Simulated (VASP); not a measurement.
# Si (P1) in VASP: single point with PBE

Aim: the single point of Si with PBE.

All numbers are computed with VASP 6.6.1; they aren't measurements. Logs are shortened: lines on timing, memory, paths and dates and some standing lists are left out, and cuts for length are marked.

## Step 1: The cell of the first run

The typed cell holds 8 atoms: a = 5.431 Å, b = 5.431 Å, c = 5.431 Å, α = 90.00°, β = 90.00°, γ = 90.00°.

## Step 2: Single point, PBE

File INCAR:

```
PREC = Accurate
ENCUT = 500
EDIFF = 1E-6
ISMEAR = 0
SIGMA = 0.01
LREAL = F
LASPH = T
NELM = 120
ALGO = Normal
ISIF = 2
LWAVE = F
LCHARG = T
GGA = PE
LELF = T
LVHAR = T
NBANDS = 26
GGA_COMPAT = F
```

File KPOINTS:

```
Automatic mesh
0
Gamma
  1 1 1
```

File POSCAR:

```
Si
1.0
    5.4310000000      0.0000000000      0.0000000000
    0.0000000000      5.4310000000      0.0000000000
    0.0000000000      0.0000000000      5.4310000000
Si
8
Direct
    0.0101710000     -0.0001280000      0.0001140000
    0.0000150000      0.4901910000      0.5000210000
    0.4999730000     -0.0001680000      0.5149710000
    0.5001860000      0.5001960000     -0.0000990000
    0.2501240000      0.2598840000      0.2500330000
    0.2499620000      0.7499020000      0.7399720000
    0.7600930000      0.2500710000      0.7499360000
    0.7498520000      0.7498050000      0.2501690000
```

Potentials or basis: VASP PAW PBE potentials, release 64 (Si).

Command:

```
cat potpaw_PBE.64/Si/POTCAR > POTCAR
mpirun -np 1 vasp_gam > vasp.out
```

OUTCAR:

```text
PREC = Accurate
   ENCUT = 500
   EDIFF = 1E-6
   ISMEAR = 0
   LREAL = F
   LASPH = T
   NELM = 120
   ISIF = 2
   GGA = PE

 ion  position               nearest neighbor table
   1  0.010  1.000  0.000-   5 2.35   6 2.35   7 2.35   8 2.38
   2  0.000  0.490  0.500-   7 2.29   5 2.29   6 2.35   8 2.38
   3  0.500  1.000  0.515-   6 2.28   7 2.34   8 2.40   5 2.43
   4  0.500  0.500  1.000-   5 2.32   8 2.35   6 2.38   7 2.38
   5  0.250  0.260  0.250-   2 2.29   4 2.32   1 2.35   3 2.43
   6  0.250  0.750  0.740-   3 2.28   2 2.35   1 2.35   4 2.38
   7  0.760  0.250  0.750-   2 2.29   3 2.34   1 2.35   4 2.38
   8  0.750  0.750  0.250-   4 2.35   2 2.38   1 2.38   3 2.40

  LATTYP: Found a simple cubic cell.
 ALAT       =     5.4310000000

  Lattice vectors:

 A1 = (   5.4310000000,   0.0000000000,   0.0000000000)
 A2 = (   0.0000000000,   5.4310000000,   0.0000000000)
 A3 = (   0.0000000000,   0.0000000000,   5.4310000000)

Analysis of symmetry for initial positions (statically):
=====================================================================
 Subroutine PRICEL returns:
 Original cell was already a primitive cell.

 Routine SETGRP: Setting up the symmetry group for a
 simple cubic supercell.

 Subroutine GETGRP returns: Found  1 space group operations
 (whereof  1 operations were pure point group operations)
 out of a pool of 48 trial point group operations.

The static configuration has the point symmetry C_1 .

Analysis of symmetry for dynamics (positions and initial velocities):
=====================================================================
 Subroutine PRICEL returns:
 Original cell was already a primitive cell.

 Routine SETGRP: Setting up the symmetry group for a
 simple cubic supercell.

 Subroutine GETGRP returns: Found  1 space group operations
 (whereof  1 operations were pure point group operations)
 out of a pool of 48 trial point group operations.

The dynamic configuration has the point symmetry C_1 .

 Subroutine INISYM returns: Found  1 space group operations
 (whereof  1 operations are pure point group operations),
 and found     1 'primitive' translations

----------------------------------------------------------------------------------------

                                     Primitive cell

  volume of cell :     160.1915

  direct lattice vectors                    reciprocal lattice vectors
     5.431000000  0.000000000  0.000000000     0.184128153  0.000000000  0.000000000
     0.000000000  5.431000000  0.000000000     0.000000000  0.184128153  0.000000000
     0.000000000  0.000000000  5.431000000     0.000000000  0.000000000  0.184128153

  length of vectors
     5.431000000  5.431000000  5.431000000     0.184128153  0.184128153  0.184128153

  position of ions in fractional coordinates (direct lattice)
     0.010171000  0.999872000  0.000114000
     0.000015000  0.490191000  0.500021000
     0.499973000  0.999832000  0.514971000
     0.500186000  0.500196000  0.999901000
     0.250124000  0.259884000  0.250033000
     0.249962000  0.749902000  0.739972000
     0.760093000  0.250071000  0.749936000
     0.749852000  0.749805000  0.250169000

  ion indices of the primitive-cell ions
   primitive index   ion index
                 1           1
                 2           2
                 3           3
                 4           4
                 5           5
                 6           6
                 7           7
                 8           8

----------------------------------------------------------------------------------------

 KPOINTS: Automatic mesh

Automatic generation of k-mesh.
 Grid dimensions read from file:
 generate k-points for:    1    1    1

 Generating k-lattice:

  Cartesian coordinates                     Fractional coordinates (reciprocal lattice)
     0.184128153  0.000000000  0.000000000     1.000000000  0.000000000  0.000000000
     0.000000000  0.184128153  0.000000000     0.000000000  1.000000000  0.000000000
     0.000000000  0.000000000  0.184128153     0.000000000  0.000000000  1.000000000

  Length of vectors
     0.184128153  0.184128153  0.184128153

  Shift w.r.t. Gamma in fractional coordinates (k-lattice)
     0.000000000  0.000000000  0.000000000

 Subroutine IBZKPT returns following result:
 ===========================================

 Found      1 irreducible k-points:

 Following reciprocal coordinates:
            Coordinates               Weight
  0.000000  0.000000  0.000000      1.000000
   k-points           NKPTS =      1   k-points in BZ     NKDIM =      1   number of bands    NBANDS=     26
   number of dos      NEDOS =    301   number of ions     NIONS =      8
   total plane-waves  NPLWV =  64000
   dimension x,y,z NGX =    40 NGY =   40 NGZ =   40
   dimension x,y,z NGXF=    80 NGYF=   80 NGZF=   80
   ions per type =               8
   NGX,Y,Z   is equivalent  to a cutoff of  12.24, 12.24, 12.24 a.u.
   NGXF,Y,Z  is equivalent  to a cutoff of  24.49, 24.49, 24.49 a.u.
 SYSTEM =  unknown system
   PREC   = accura    normal or accurate (medium, high low for compatibility)
   ISTART =      0    job   : 0-new  1-cont  2-samecut
   ICHARG =      2    charge: 1-file 2-atom 10-const
   ISPIN  =      1    spin polarized calculation?
   LNONCOLLINEAR =      F non collinear calculations
   LSORBIT =      F    spin-orbit coupling
   LASPH  =      T    aspherical Exc in radial PAW
   ENCUT  =  500.0 eV  36.75 Ry    6.06 a.u.   9.90  9.90  9.90*2*pi/ulx,y,z
   NELM   =    120;   NELMIN=  2; NELMDL= -5     # of ELM steps
   EDIFF  = 0.1E-05   stopping-criterion for ELM
   LREAL  =      F    real-space projection
   EDIFFG = 0.1E-04   stopping-criterion for IOM
   NSW    =      0    number of steps for IOM
   IBRION =     -1    ionic relax: 0-MD 1-quasi-New 2-CG
   NFREE  =      0    steps in history (QN), initial steepest desc. (CG)
   ISIF   =      2    stress and relaxation
   ISYM   =      2    0-nonsym 1-usesym 2-fastsym
   POTIM  = 0.5000    time-step for ionic-motion
   TEBEG  =    0.0;   TEEND  =   0.0 temperature during run
   PSTRESS=    0.0 pullay stress
   NELECT =      32.0000    total number of electrons
   NUPDOWN=      -1.0000    fix difference up-down
   EMIN   =  10.00;   EMAX   =-10.00  energy-range for DOS
   EFERMI =   0.00;   METHOD = LEGACY
   ISMEAR =     0;   SIGMA  =   0.01  broadening in eV -4-tet -1-fermi 0-gaus
   EFERMI_NEDOS =   21; number of points for ismear=-14 and -15
   IALGO  =     38    algorithm
   IMIX   =      4    mixing-type and parameters
     AMIX     =   0.40;   BMIX     =  1.00
     AMIX_MAG =   1.60;   BMIX_MAG =  1.00
  volume/ion in A,a.u.               =      20.02       135.13
  Fermi-wavevector in a.u.,A,eV,Ry     =   0.956999  1.808467 12.460868  0.915848
  Thomas-Fermi vector in A             =   2.085978
   LORBIT       =      0    0 simple, 1 ext, 2 COOP (PROOUT), +10 PAW based schemes
   GGA     = PE    functional components
   LHFCALC =     F    Hartree Fock is set to
   AEXX    =    0.0000 exact exchange contribution
   IVDW    =     0    specifies the selected vdW correction
   LEPSILON=     F    determine dielectric tensor
   LRPA    =     F    only Hartree local field effects (RPA)
 non-spin polarized calculation
 Gauss-broadening in eV      SIGMA  =   0.01
  energy-cutoff  :      500.00
  volume of cell :      160.19
 maximum number of plane-waves:      2034
 NGX is ok and might be reduce to    40
   NGX = 19   NGY = 19   NGZ = 19

 number of electron      32.0000003 magnetization

 Free energy of the ion-electron system (eV)
  ---------------------------------------------------
  ext. energy  EPLUGINS =         0.00000000
  ---------------------------------------------------
  free energy    TOTEN  =       -33.06854309 eV

  energy without entropy =      -33.06854309  energy(sigma->0) =      -33.06854309

 E-fermi :   6.3661     XC(G=0):  -9.1987

 val. band max:        6.3202637100   @ k =   0.0000   0.0000   0.0000
 cond. band min:       6.5882608587   @ k =   0.0000   0.0000   0.0000
 fundamental gap:      0.2679971487
 Fermi energy:         6.3660920156

 k-point     1 :       0.0000    0.0000    0.0000
  band No.  band energies     occupation
      1      -5.8860      2.00000
      2      -1.9249      2.00000
      3      -1.8371      2.00000
      4      -1.7385      2.00000
      5      -1.6778      2.00000
      6      -1.5929      2.00000
      7      -1.5285      2.00000
      8       3.1332      2.00000
      9       3.1462      2.00000
     10       3.2026      2.00000
     11       3.2467      2.00000
     12       3.2576      2.00000
     13       3.3121      2.00000
     14       5.9333      2.00000
     15       6.1420      2.00000
     16       6.3203      2.00000
     17       6.5883      0.00000
     18       6.6640      0.00000
     19       6.7206      0.00000
     20       6.7548      0.00000
     21       6.8330      0.00000
     22       6.8862      0.00000
     23       8.4631      0.00000
     24       8.5833      0.00000
     25       8.7042      0.00000
     26       9.5222      0.00000

------------------------ aborting loop because EDIFF is reached ----------------------------------------

  FORCE on cell =-STRESS in cart. coord.  units (eV):
  Direction    XX          YY          ZZ          XY          YZ          ZX
  --------------------------------------------------------------------------------------
  -------------------------------------------------------------------------------------
  Total       10.9191927     10.6067454     10.7927658      1.4694949     -0.0422005     -1.0389391
  in kB      109.2098234    106.0848384    107.9453473     14.6973570     -0.4220737    -10.3910934
  external PRESSURE =     107.7466697 kB  Pullay stress =       0.0000000 kB

 VOLUME and BASIS-vectors are now :
 -----------------------------------------------------------------------------
  energy-cutoff  :      500.00
  volume of cell :      160.19
      direct lattice vectors                 reciprocal lattice vectors
     5.431000000  0.000000000  0.000000000     0.184128153  0.000000000  0.000000000
     0.000000000  5.431000000  0.000000000     0.000000000  0.184128153  0.000000000
     0.000000000  0.000000000  5.431000000     0.000000000  0.000000000  0.184128153

 POSITION                                       TOTAL-FORCE (eV/Angst)
 -----------------------------------------------------------------------------------
      0.05524      5.43030      0.00062         0.150832     -0.089181      0.015700
      0.00008      2.66223      2.71561        -0.322926      0.837738     -0.596074
      2.71535      5.43009      2.79681         0.314868      0.742703     -0.870743
      2.71651      2.71656      5.43046         0.193905      0.335189     -0.740685
      1.35842      1.41143      1.35793         0.505501     -0.750059      0.375815
      1.35754      4.07272      4.01879        -0.431490     -0.918469      0.548836
      4.12807      1.35814      4.07290        -0.218381     -0.322233      0.944386
      4.07245      4.07219      1.35867        -0.192309      0.164311      0.322765
 -----------------------------------------------------------------------------------
    total drift:                                0.000040      0.000004     -0.000023

  FREE ENERGIE OF THE ION-ELECTRON SYSTEM (eV)
  ---------------------------------------------------
  free  energy   TOTEN  =       -33.0685430912 eV

  energy  without entropy=      -33.0685430912  energy(sigma->0) =      -33.06854309
```

Wall time 10 s (1 thread of Intel Xeon 6455B, shared host); peak memory 0.21 GiB.

What came out:

- Free energy: -33.0685 eV
- Pressure: 10.8 GPa
- Largest force: 1.187 eV/Å
- Band gap on the k mesh: 0.27 eV

Forces on the atoms (eV/Å):
```
Si   0.151 -0.089  0.016
Si  -0.323  0.838 -0.596
Si   0.315  0.743 -0.871
Si   0.194  0.335 -0.741
Si   0.506 -0.750  0.376
Si  -0.431 -0.918  0.549
Si  -0.218 -0.322  0.944
Si  -0.192  0.164  0.323
```

Stress tensor (GPa, compression positive):
```
10.92  1.47 -1.04
 1.47 10.61 -0.04
-1.04 -0.04 10.79
```

Caveat: the k points lie up to 1.16 Å⁻¹ apart; forces of over 1 eV/Å act on the atoms, so gaps and moduli don't describe the material at rest.
